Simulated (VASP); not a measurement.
Input of a VASP 6.6.1 run:

Contents of INCAR:

```
ALGO     = Normal         # electronic algorithm
EDIFF    = 1E-6           # SCF threshold, eV
ENCUT    = 600            # plane-wave cutoff, eV
GGA      = PE             # functional
GGA_COMPAT= F            
ISIF     = 2              # what is computed and relaxed
ISMEAR   = 0              # smearing method
LASPH    = T              # aspherical terms in the spheres
LCHARG   = F              # write CHGCAR
LREAL    = F              # projectors in reciprocal space
LWAVE    = F              # write WAVECAR
NBANDS   = 21             # bands
NELM     = 120            # most SCF steps
PREC     = Accurate       # precision mode
SIGMA    = 0.1            # smearing width, eV
```

Contents of KPOINTS:

```
k-points
0
Gamma
  8 8 4
```

POSCAR

```
C
1.0
    1.2332461097     -2.1360570061      0.0000000000
    1.2332461097      2.1360570061      0.0000000000
    0.0000000000      0.0000000000     12.2664096066
C
6
Direct
    0.1666743790      0.8333256210      0.6711359690
    0.8333256210      0.1666743790      0.6711359690
    0.8333256210      0.1666743790      0.3288640310
    0.1666743790      0.8333256210      0.3288640310
    0.3333193128      0.6666806872      0.0000000000
    0.6666806872      0.3333193128      0.0000000000
```

Potentials or basis: VASP PAW PBE potentials, release 64 (C).

Launch:

```sh
$ cat potpaw_PBE.64/C/POTCAR > POTCAR
$ mpirun -np 1 vasp_std > vasp.out
```

Question: Predict the band gap on the k mesh.

Answer: 1.67 eV, indirect (least direct gap 1.70 eV).

Question: What does it give for the pressure?

Answer: 0.1 GPa.

Stress tensor (GPa, compression positive):
```
 0.14  0.00  0.00
 0.00  0.13  0.00
 0.00  0.00 -0.01
```

Caveat: this functional lacks dispersion, which binds the layers, so the pressure and a relaxed spacing across them are unreliable. A k mesh can miss the band edges.
